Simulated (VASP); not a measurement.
The system is HfO2.

```
CELL_PARAMETERS angstrom
0.00000 2.55750 2.55750
2.55750 0.00000 2.55750
2.55750 2.55750 0.00000
ATOMIC_POSITIONS crystal
Hf 0.00000 0.00000 0.00000
O 0.75000 0.75000 0.75000
O 0.25000 0.25000 0.25000
```

- Program: VASP 6.6.1
- Task: relaxation of cell and atoms
- Functional: LDA
- Potentials or basis: VASP PAW LDA potentials, release 64 (Hf_pv, O)
- Cutoff: 600 eV
- k mesh: 9 × 9 × 9
- Occupations: fermi-dirac, width 0.05 eV
- Spin: no spin polarisation

At the start: pressure -19.6 GPa; volume 11.15 Å³/atom.

Question: Where does the relaxation end?

Answer: Over 4 steps the energy falls by 56.4 meV/atom and the volume is 10.30 Å³/atom (-7.7 %); space group Fm-3m (No. 225, to 0.05 Å).

The path:
```tsv
step	energy change (eV)	largest force (eV/Å)	pressure (GPa)	volume (Å³)
1	0.0000	0.0000	-19.57	33.46
2	0.3001	0.0000	46.73	27.29
3	-0.1691	0.0000	-0.79	30.96
4	-0.1693	0.0000	-0.15	30.89
```

Final structure:
```
Hf O
1.0
     0.00000    2.49034    2.49034
     2.49034    0.00000    2.49034
     2.49034    2.49034    0.00000
Hf O
1 2
Direct
  0.00000 0.00000 0.00000
  0.75000 0.75000 0.75000
  0.25000 0.25000 0.25000
```
